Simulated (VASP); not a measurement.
# Ge (Fd-3m) in VASP: a series of runs, part 2 of 2

VASP 6.6.1. The steps go on from the part before.

## 3. Single point, r2SCAN

POSCAR reads:

```
Ge
1.0
    0.0000000000      2.8375308240      2.8375308240
    2.8375308240      0.0000000000      2.8375308240
    2.8375308240      2.8375308240      0.0000000000
Ge
2
Direct
    0.5000000000      0.5000000000      0.5000000000
    0.7500000000      0.7500000000      0.7500000000
```

INCAR.step1 reads:

```
SYSTEM = Ge
PREC = Accurate
ENCUT = 520
ISMEAR = 0
SIGMA = 0.01
LREAL = .FALSE.
LASPH = .TRUE.
NELM = 80
NBANDS = 21
GGA = PE
ALGO = Normal
EDIFF = 1E-4
LWAVE = .TRUE.
LCHARG = .FALSE.
```

INCAR.step2 reads:

```
SYSTEM = Ge
PREC = Accurate
ENCUT = 520
EDIFF = 1E-6
ISMEAR = 0
SIGMA = 0.01
LREAL = .FALSE.
LASPH = .TRUE.
NELM = 80
ALGO = Normal
ISIF = 2
LWAVE = .FALSE.
LCHARG = .FALSE.
METAGGA = R2SCAN
LMIXTAU = .TRUE.
NBANDS = 21
ISTART = 1
```

KPOINTS reads:

```
Automatic mesh
0
G
  12 12 12
  0 0 0
```

Potentials or basis: VASP PAW PBE potentials, release 64 (Ge_d).

Started as:

```console
> cat potpaw_PBE.64/Ge_d/POTCAR > POTCAR
> cp INCAR.step1 INCAR
> mpirun -np 1 vasp_std > vasp.out
> cp INCAR.step2 INCAR
> mpirun -np 1 vasp_std > vasp.out
```

OUTCAR:

```text
SYSTEM = Ge
   PREC = Accurate
   ENCUT = 520
   EDIFF = 1E-6
   ISMEAR = 0
   LREAL = .FALSE.
   LASPH = .TRUE.
   NELM = 80
   ISIF = 2
   METAGGA = R2SCAN
   ISTART = 1

 ion  position               nearest neighbor table
   1  0.500  0.500  0.500-   2 2.46   2 2.46   2 2.46   2 2.46
   2  0.750  0.750  0.750-   1 2.46   1 2.46   1 2.46   1 2.46

  LATTYP: Found a face centered cubic cell.
 ALAT       =     5.6750616480

  Lattice vectors:

 A1 = (   0.0000000000,   2.8375308240,   2.8375308240)
 A2 = (   2.8375308240,   0.0000000000,   2.8375308240)
 A3 = (   2.8375308240,   2.8375308240,   0.0000000000)

Analysis of symmetry for initial positions (statically):
=====================================================================
 Subroutine PRICEL returns:
 Original cell was already a primitive cell.

 Routine SETGRP: Setting up the symmetry group for a
 face centered cubic supercell.

 Subroutine GETGRP returns: Found 48 space group operations
 (whereof 24 operations were pure point group operations)
 out of a pool of 48 trial point group operations.

The static configuration has the point symmetry T_d .
 The point group associated with its full space group is O_h .

Analysis of symmetry for dynamics (positions and initial velocities):
=====================================================================
 Subroutine PRICEL returns:
 Original cell was already a primitive cell.

 Routine SETGRP: Setting up the symmetry group for a
 face centered cubic supercell.

 Subroutine GETGRP returns: Found 48 space group operations
 (whereof 24 operations were pure point group operations)
 out of a pool of 48 trial point group operations.

The dynamic configuration has the point symmetry T_d .
 The point group associated with its full space group is O_h .

 Subroutine INISYM returns: Found 48 space group operations
[... 110 lines left out ...]
   EMIN   =  10.00;   EMAX   =-10.00  energy-range for DOS
   EFERMI =   0.00;   METHOD = LEGACY
   ISMEAR =     0;   SIGMA  =   0.01  broadening in eV -4-tet -1-fermi 0-gaus
   EFERMI_NEDOS =   21; number of points for ismear=-14 and -15
   IALGO  =     38    algorithm
   IMIX   =      4    mixing-type and parameters
     AMIX     =   0.40;   BMIX     =  1.00
     AMIX_MAG =   1.60;   BMIX_MAG =  1.00
  volume/ion in A,a.u.               =      22.85       154.18
  Fermi-wavevector in a.u.,A,eV,Ry     =   1.390519  2.627700 26.307450  1.933543
  Thomas-Fermi vector in A             =   2.514446
   LORBIT       =      0    0 simple, 1 ext, 2 COOP (PROOUT), +10 PAW based schemes
   METAGGA = R2SCAN    functional components
   LHFCALC =     F    Hartree Fock is set to
   AEXX    =    0.0000 exact exchange contribution
   IVDW    =     0    specifies the selected vdW correction
   LEPSILON=     F    determine dielectric tensor
   LRPA    =     F    only Hartree local field effects (RPA)
 non-spin polarized calculation
 Gauss-broadening in eV      SIGMA  =   0.01
  energy-cutoff  :      520.00
  volume of cell :       45.69
 maximum number of plane-waves:      1248
 NGX is ok and might be reduce to    30
   NGX = 15   NGY = 15   NGZ = 15

 number of electron      28.0000014 magnetization

 Free energy of the ion-electron system (eV)
  ---------------------------------------------------
  ext. energy  EPLUGINS =         0.00000000
  ---------------------------------------------------
  free energy    TOTEN  =       -27.74439733 eV

  energy without entropy =      -27.74439733  energy(sigma->0) =      -27.74439733

 E-fermi :   4.7700     XC(G=0): -10.7720

 val. band max:        4.7113935045   @ k =   0.0000   0.0000   0.0000
 cond. band min:       5.0269643261   @ k =   0.0000   0.0000   0.0000
 fundamental gap:      0.3155708216
 Fermi energy:         4.7700054189

 k-point     1 :       0.0000    0.0000    0.0000
  band No.  band energies     occupation
      1     -20.7703      2.00000
      2     -20.7703      2.00000
      3     -20.7702      2.00000
      4     -20.7316      2.00000
      5     -20.7316      2.00000
      6     -20.5190      2.00000
[... 565 lines left out ...]
     20      14.9104      0.00000
     21      15.6973      0.00000

 [... further k-points ...]

------------------------ aborting loop because EDIFF is reached ----------------------------------------

  FORCE on cell =-STRESS in cart. coord.  units (eV):
  Direction    XX          YY          ZZ          XY          YZ          ZX
  --------------------------------------------------------------------------------------
  -------------------------------------------------------------------------------------
  Total        0.0143192      0.0143192      0.0143192      0.0000000      0.0000000      0.0000000
  in kB        0.5020850      0.5020850      0.5020850      0.0000000      0.0000000      0.0000000
  external PRESSURE =       0.5020850 kB  Pullay stress =       0.0000000 kB

 VOLUME and BASIS-vectors are now :
 -----------------------------------------------------------------------------
  energy-cutoff  :      520.00
  volume of cell :       45.69
      direct lattice vectors                 reciprocal lattice vectors
     0.000000000  2.837530824  2.837530824    -0.176209540  0.176209540  0.176209540
     2.837530824  0.000000000  2.837530824     0.176209540 -0.176209540  0.176209540
     2.837530824  2.837530824  0.000000000     0.176209540  0.176209540 -0.176209540

 POSITION                                       TOTAL-FORCE (eV/Angst)
 -----------------------------------------------------------------------------------
      2.83753      2.83753      2.83753         0.000000      0.000000      0.000000
      4.25630      4.25630      4.25630        -0.000000     -0.000000     -0.000000
 -----------------------------------------------------------------------------------
    total drift:                                0.000000     -0.000000     -0.000000

  FREE ENERGIE OF THE ION-ELECTRON SYSTEM (eV)
  ---------------------------------------------------
  free  energy   TOTEN  =       -27.7443973274 eV

  energy  without entropy=      -27.7443973274  energy(sigma->0) =      -27.74439733
```

OSZICAR.step1:

```text
N       E                     dE             d eps       ncg     rms          rms(c)
DAV:   1     0.193500010862E+03    0.19350E+03   -0.14650E+04  3384   0.366E+03
DAV:   2     0.188296908558E+02   -0.17467E+03   -0.16917E+03  3042   0.620E+02
DAV:   3    -0.817309734746E+01   -0.27003E+02   -0.26818E+02  3489   0.142E+02
DAV:   4    -0.908688460495E+01   -0.91379E+00   -0.91339E+00  3369   0.310E+01
DAV:   5    -0.910187827346E+01   -0.14994E-01   -0.14993E-01  3479   0.439E+00    0.316E+00
DAV:   6    -0.904525683232E+01    0.56621E-01   -0.21387E-02  3448   0.144E+00    0.187E+00
DAV:   7    -0.901549336005E+01    0.29763E-01   -0.46555E-02  3320   0.193E+00    0.146E-01
DAV:   8    -0.901716274357E+01   -0.16694E-02   -0.57749E-03  3424   0.918E-01    0.427E-02
DAV:   9    -0.901735885644E+01   -0.19611E-03   -0.23376E-04  2803   0.176E-01    0.142E-02
DAV:  10    -0.901737557152E+01   -0.16715E-04   -0.30201E-05  2337   0.579E-02
   1 F= -.90173756E+01 E0= -.90173711E+01  d E =-.892722E-05
```

It took 2.9 min on 1 thread of AMD EPYC 9R45 (Zen 5), shared host; peak memory 0.16 GiB.

What came out:

| Quantity | Value |
| --- | --- |
| Free energy | -27.7444 eV |
| Pressure | 0.1 GPa |
| Band gap on the k mesh | 0.32 eV, direct |

Levels at points of the mesh, in eV from the valence-band top:
```csv
k point,band 10,band 11,band 12,band 13,band 14,band 15,band 16,band 17,band 18,band 19
"(0.00, 0.00, 0.00)",-25.21,-13.23,0.00,0.00,0.00,0.32,2.71,2.71,2.71,7.04
"(0.50, 0.00, 0.00)",-25.19,-11.06,-7.82,-1.47,-1.47,0.41,3.99,3.99,7.65,11.14
"(0.50, 0.50, 0.00)",-25.17,-9.18,-9.18,-3.19,-3.19,0.98,0.98,10.03,10.03,12.25
```

Caveat: the PAW data sets were made with another functional, which shifts forces and pressure a little.

## 4. Against experiment

Step 3. Measured gap of Ge: 0.807 eV (direct; 300 K; “Electronic and optical properties of SixGe1-x-ySny alloys lattice-matched to Ge”, 2021, arxiv:2109.02782). This calculation gives 0.32 eV (-0.49 eV). 3 values of this kind are on record (0.666 to 0.807 eV); this one was drawn at random among those near their median. Spin-orbit coupling on Ge is left out. The value is that of r2SCAN on a finite k mesh, which can miss the band edges, without temperature or zero-point motion.
